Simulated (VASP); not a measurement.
Write the native input for VASP 6.6.1 that does the following.

```
Task                   : single point
Functional             : PBE
Potentials or basis    : VASP PAW PBE potentials, release 64 (Ni)
Cutoff                 : 520 eV
k mesh                 : 20 × 20 × 20
Occupations            : fermi-dirac, width 0.05 eV
Spin                   : collinear spin, ferromagnetic start
Starting moments       : [1.5] μB
Dipole correction      : no
Further INCAR settings : ALGO = Normal; EDIFF = 1e-06; NBANDS = 15
```

The structure of Ni lies in POSCAR:

```
Ni
1.0
    0.0000000000      1.7530925749      1.7530925749
    1.7530925749      0.0000000000      1.7530925749
    1.7530925749      1.7530925749      0.0000000000
Ni
1
Direct
    0.0000000000      0.0000000000      0.0000000000
```

This cell differs from its parent crystal: volume scaled by 0.975.

One way to write it, as run:

INCAR

```
PREC     = Accurate       # precision mode
ENCUT    = 520            # plane-wave cutoff, eV
EDIFF    = 1E-6           # SCF threshold, eV
ISMEAR   = -1             # smearing method
SIGMA    = 0.05           # smearing width, eV
LREAL    = F              # projectors in reciprocal space
LASPH    = T              # aspherical terms in the spheres
NELM     = 150            # most SCF steps
ALGO     = Normal         # electronic algorithm
ISIF     = 2              # what is computed and relaxed
LWAVE    = F              # write WAVECAR
LCHARG   = F              # write CHGCAR
ISPIN    = 2              # spin polarisation
MAGMOM   = 1.5            # initial moments
LORBIT   = 11             # projections on sites
LMAXMIX  = 4              # l up to which the mixer works
GGA      = PE             # functional
NBANDS   = 15             # bands
```

KPOINTS

```
regular mesh
0
Gamma
  20 20 20
```

Potentials or basis: VASP PAW PBE potentials, release 64 (Ni).

Command:

```console
$ cat potpaw_PBE.64/Ni/POTCAR > POTCAR
$ mpirun -np 1 vasp_std > vasp.out
```

It gave:

```yaml
Pressure: 2.1 GPa
Net_moment: 0.63 μB per cell
Site_moments: Ni +0.64 μB
Valence_electrons_inside_the_program's_atomic_spheres: Ni 9.33
```

It took 31 s on 1 thread of Intel(R) Xeon(R) 6975P-C (Granite Rapids), with other jobs on the host, peak memory 0.17 GiB.
